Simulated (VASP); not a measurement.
# CdS (Hawleyite) in VASP: further runs, part 2 of 3

VASP 6.6.1.

## (4) Single point, r2SCAN (in-plane strain +0.01)

Input file POSCAR:

```
CdS
1.0
    2.9686669765      2.9686669765      0.0000000000
   -2.9686669765      2.9686669765      0.0000000000
    0.0000000000      2.9686669765      2.9216385887
Cd S
1 1
Direct
    0.0000000000      0.0000000000      0.0000000000
    0.7500000000      0.2500000000      0.5000000000
```

Input file INCAR.step1:

```
SYSTEM = CdS
  PREC = Accurate
  ENCUT = 520
  ISMEAR = 0
  SIGMA = 0.01
  LREAL = .FALSE.
  LASPH = .TRUE.
  NELM = 60
  NBANDS = 16
  GGA = PE
  ALGO = Normal
  EDIFF = 1E-4
  LWAVE = .TRUE.
  LCHARG = .FALSE.
```

Input file INCAR.step2:

```
SYSTEM = CdS
  PREC = Accurate
  ENCUT = 520
  EDIFF = 1E-6
  ISMEAR = 0
  SIGMA = 0.01
  LREAL = .FALSE.
  LASPH = .TRUE.
  NELM = 60
  ALGO = Normal
  ISIF = 2
  LWAVE = .FALSE.
  LCHARG = .TRUE.
  METAGGA = R2SCAN
  LMIXTAU = .TRUE.
  LELF = .TRUE.
  LVHAR = .TRUE.
  NBANDS = 16
  ISTART = 1
```

Input file KPOINTS:

```
regular mesh
0
G
  8 8 8
  0 0 0
```

Potentials or basis: VASP PAW PBE potentials, release 64 (Cd, S).

The run is started by

```sh
$ cat potpaw_PBE.64/Cd/POTCAR potpaw_PBE.64/S/POTCAR > POTCAR
$ cp INCAR.step1 INCAR
$ mpirun -np 1 vasp_std > vasp.out
$ cp INCAR.step2 INCAR
$ mpirun -np 1 vasp_std > vasp.out
```

OUTCAR:

```text
SYSTEM = CdS
   PREC = Accurate
   ENCUT = 520
   EDIFF = 1E-6
   ISMEAR = 0
   LREAL = .FALSE.
   LASPH = .TRUE.
   NELM = 60
   ISIF = 2
   METAGGA = R2SCAN
   ISTART = 1

 ion  position               nearest neighbor table
   1  0.000  0.000  0.000-   2 2.56   2 2.56   2 2.56   2 2.56
   2  0.750  0.250  0.500-   1 2.56   1 2.56   1 2.56   1 2.56

  LATTYP: Found a body centered tetragonal cell.
 ALAT       =     4.1983291003
 C/A-ratio  =     1.3918101792

  Lattice vectors:

 A1 = (   2.9686669765,   0.0000000000,  -2.9216385887)
 A2 = (  -2.9686669765,   0.0000000000,  -2.9216385887)
 A3 = (   0.0000000000,   2.9686669765,   2.9216385887)

Analysis of symmetry for initial positions (statically):
=====================================================================
 Subroutine PRICEL returns:
 Original cell was already a primitive cell.

 Routine SETGRP: Setting up the symmetry group for a
 body centered tetragonal supercell.

 Subroutine GETGRP returns: Found  8 space group operations
 (whereof  8 operations were pure point group operations)
 out of a pool of 16 trial point group operations.

The static configuration has the point symmetry D_2d.

Analysis of symmetry for dynamics (positions and initial velocities):
=====================================================================
 Subroutine PRICEL returns:
 Original cell was already a primitive cell.

 Routine SETGRP: Setting up the symmetry group for a
 body centered tetragonal supercell.

 Subroutine GETGRP returns: Found  8 space group operations
 (whereof  8 operations were pure point group operations)
 out of a pool of 16 trial point group operations.

The dynamic configuration has the point symmetry D_2d.

 Subroutine INISYM returns: Found  8 space group operations
 (whereof  8 operations are pure point group operations),
 and found     1 'primitive' translations

----------------------------------------------------------------------------------------

[... 111 lines left out ...]
     AMIX     =   0.40;   BMIX     =  1.00
     AMIX_MAG =   1.60;   BMIX_MAG =  1.00
  volume/ion in A,a.u.               =      25.75       173.76
  Fermi-wavevector in a.u.,A,eV,Ry     =   1.153203  2.179238 18.094084  1.329878
  Thomas-Fermi vector in A             =   2.289849
   LORBIT       =      0    0 simple, 1 ext, 2 COOP (PROOUT), +10 PAW based schemes
   METAGGA = R2SCAN    functional components
   LHFCALC =     F    Hartree Fock is set to
   AEXX    =    0.0000 exact exchange contribution
   IVDW    =     0    specifies the selected vdW correction
   LEPSILON=     F    determine dielectric tensor
   LRPA    =     F    only Hartree local field effects (RPA)
 non-spin polarized calculation
 Gauss-broadening in eV      SIGMA  =   0.01
  energy-cutoff  :      520.00
  volume of cell :       51.50
 maximum number of plane-waves:      1400
   NGX = 15   NGY = 15   NGZ = 15

 number of electron      18.0000003 magnetization

 Free energy of the ion-electron system (eV)
  ---------------------------------------------------
  ext. energy  EPLUGINS =         0.00000000
  ---------------------------------------------------
  free energy    TOTEN  =       -29.68494732 eV

  energy without entropy =      -29.68494732  energy(sigma->0) =      -29.68494732

 E-fermi :   0.8416     XC(G=0):  -9.5508

 val. band max:        0.7671035217   @ k =   0.0000   0.0000   0.0000
 cond. band min:       2.2416024675   @ k =   0.0000   0.0000   0.0000
 fundamental gap:      1.4744989458
 Fermi energy:         0.8415876514

 k-point     1 :       0.0000    0.0000    0.0000
  band No.  band energies     occupation
      1     -11.9097      2.00000
      2      -7.1063      2.00000
      3      -7.1062      2.00000
      4      -7.0971      2.00000
      5      -6.6448      2.00000
      6      -6.6403      2.00000
[... 433 lines left out ...]
      3      -6.9866      2.00000
      4      -6.7313      2.00000
      5      -6.6526      2.00000
      6      -6.5990      2.00000
[... 8 lines left out ...]
     15      12.7751      0.00000
     16      13.6409      0.00000

 [... further k-points ...]

------------------------ aborting loop because EDIFF is reached ----------------------------------------

  FORCE on cell =-STRESS in cart. coord.  units (eV):
  Direction    XX          YY          ZZ          XY          YZ          ZX
  --------------------------------------------------------------------------------------
  -------------------------------------------------------------------------------------
  Total       -0.2109910     -0.2109910     -0.1164640      0.0000000      0.0000000      0.0000000
  in kB       -6.5643993     -6.5643993     -3.6234533      0.0000000      0.0000000      0.0000000
  external PRESSURE =      -5.5840839 kB  Pullay stress =       0.0000000 kB

 VOLUME and BASIS-vectors are now :
 -----------------------------------------------------------------------------
  energy-cutoff  :      520.00
  volume of cell :       51.50
      direct lattice vectors                 reciprocal lattice vectors
     2.968666977  2.968666977  0.000000000     0.168425763  0.168425763 -0.171136841
    -2.968666977  2.968666977  0.000000000    -0.168425763  0.168425763 -0.171136841
     0.000000000  2.968666977  2.921638589     0.000000000  0.000000000  0.342273683

 POSITION                                       TOTAL-FORCE (eV/Angst)
 -----------------------------------------------------------------------------------
      0.00000      0.00000      0.00000         0.000000     -0.000000      0.000000
      1.48433      4.45300      1.46082        -0.000000      0.000000      0.000000
 -----------------------------------------------------------------------------------
    total drift:                                0.000007     -0.000000      0.000000

  FREE ENERGIE OF THE ION-ELECTRON SYSTEM (eV)
  ---------------------------------------------------
  free  energy   TOTEN  =       -29.6849473240 eV

  energy  without entropy=      -29.6849473240  energy(sigma->0) =      -29.68494732
```

OUTCAR.step1:

```text
SYSTEM = CdS
   PREC = Accurate
   ENCUT = 520
   ISMEAR = 0
   LREAL = .FALSE.
   LASPH = .TRUE.
[... 678 lines left out ...]
      0.00000      0.00000      0.00000        -0.000000      0.000000      0.000000
      1.48433      4.45300      1.46082         0.000000     -0.000000      0.000000
 -----------------------------------------------------------------------------------
    total drift:                                0.000001     -0.000000      0.000000

  FREE ENERGIE OF THE ION-ELECTRON SYSTEM (eV)
  ---------------------------------------------------
  free  energy   TOTEN  =        -6.1446283831 eV

  energy  without entropy=       -6.1446283831  energy(sigma->0) =       -6.14462838
```

Run time: 70 s. Hardware: 1 thread of Intel Xeon 6975P-C (Granite Rapids), shared host; peak memory 0.21 GiB.

Results:

* Free energy: -29.6849 eV
* Pressure: -0.6 GPa
* Band gap on the k mesh: 1.47 eV, direct

Caveat: the cell differs from its parent crystal (in-plane strain +0.01); the PAW data sets were made with another functional, which shifts forces and pressure a little.

[end of part 2 of 3]
